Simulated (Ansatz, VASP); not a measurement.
One calculation of W, two programs

INCAR

```
ALGO     = Normal         # electronic algorithm
EDIFF    = 1E-6           # SCF threshold, eV
ENCUT    = 520            # plane-wave cutoff, eV
GGA      = PE             # functional
ISIF     = 2              # what is computed and relaxed
ISMEAR   = 0              # smearing method
LASPH    = T              # aspherical terms in the spheres
LCHARG   = F              # write CHGCAR
LREAL    = F              # projectors in reciprocal space
LWAVE    = F              # write WAVECAR
NBANDS   = 13             # bands
NELM     = 80             # most SCF steps
PREC     = Accurate       # precision mode
SIGMA    = 0.1            # smearing width, eV
```

The input KPOINTS:

```
k-points
0
Gamma
  18 18 18
```

Contents of POSCAR:

```
W
1.0
   -1.6075388931      1.6075388931      1.6075388931
    1.6075388931     -1.6075388931      1.6075388931
    1.6075388931      1.6075388931     -1.6075388931
W
1
Direct
    0.0000000000      0.0000000000      0.0000000000
```

Input for Ansatz:

```yaml
crystal:
  lattice:
    - [-1.6075388931, 1.6075388931, 1.6075388931]
    - [1.6075388931, -1.6075388931, 1.6075388931]
    - [1.6075388931, 1.6075388931, -1.6075388931]
  atoms:
    - { symbol: W, position: [0.0, 0.0, 0.0] }
basis:
  ecutwfc: 420
kpoints:
  mp_grid: { grid: [18, 18, 18] }
hamiltonian:
  xc: pbe
scf:
  occupations: { method: gaussian, width: 0.1 }
output:
  forces: true
  stress: true
  eigenvalues: true
```

Alike in both runs: task single point; functional PBE; k mesh 18 × 18 × 18; occupations gaussian, width 0.1 eV; no spin polarisation.

|  | VASP | Ansatz |
| --- | --- | --- |
| version | VASP 6.6.1 | Ansatz 0.2.0 |
| potentials or method | VASP PAW PBE potentials, release 64 (W_sv), cutoff 520 eV | scalar-relativistic, plane waves, PAW |
| valence electrons in the cell | 14 | 14 |

```csv
,VASP,Ansatz,Ansatz less VASP
gap on the k mesh at the Fermi level (eV),none,none,-
pressure (GPa),-8.1,-8.4,-0.38
```

A gap of «none» marks a metal or a gap that the smearing closes.

Neither program's run includes spin-orbit coupling.
